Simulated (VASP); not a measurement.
Write the native input for VASP 6.6.1 that does the following.

```yaml
Task: single point
Functional: PBE
Potentials_or_basis: VASP PAW PBE potentials, release 64 (In_d)
Cutoff: 520 eV
k_mesh: 16 × 16 × 16
Occupations: fermi-dirac, width 0.1 eV
Spin: no spin polarisation
Dipole_correction: no
Further_INCAR_settings: ALGO = Normal; EDIFF = 1e-07; NBANDS = 12
```

The structure of In lies in POSCAR:

```
In
1.0
   -1.9093797238      1.9093797238      1.9093797238
    1.9093797238     -1.9093797238      1.9093797238
    1.9093797238      1.9093797238     -1.9093797238
In
1
Direct
    0.0000000000      0.0000000000      0.0000000000
```

These files were run (other wordings do the same):

INCAR

```
SYSTEM = In
ALGO = Normal
EDIFF = 1E-7
ENCUT = 520
GGA = PE
ISIF = 2
ISMEAR = -1
LASPH = .TRUE.
LCHARG = .FALSE.
LREAL = .FALSE.
LWAVE = .FALSE.
NBANDS = 12
NELM = 100
PREC = Accurate
SIGMA = 0.1
```

KPOINTS

```
k-points
0
G
  16 16 16
  0 0 0
```

Potentials or basis: VASP PAW PBE potentials, release 64 (In_d).

Launch:

```sh
$ cat potpaw_PBE.64/In_d/POTCAR > POTCAR
$ mpirun -np 1 vasp_std > vasp.out
```

Results of the run:

```
Pressure : 0.0 GPa
```

Run time: 28 s on 1 thread of AMD EPYC 9R45 96-Core Processor (Zen 5), on a shared host, peak memory 0.15 GiB.
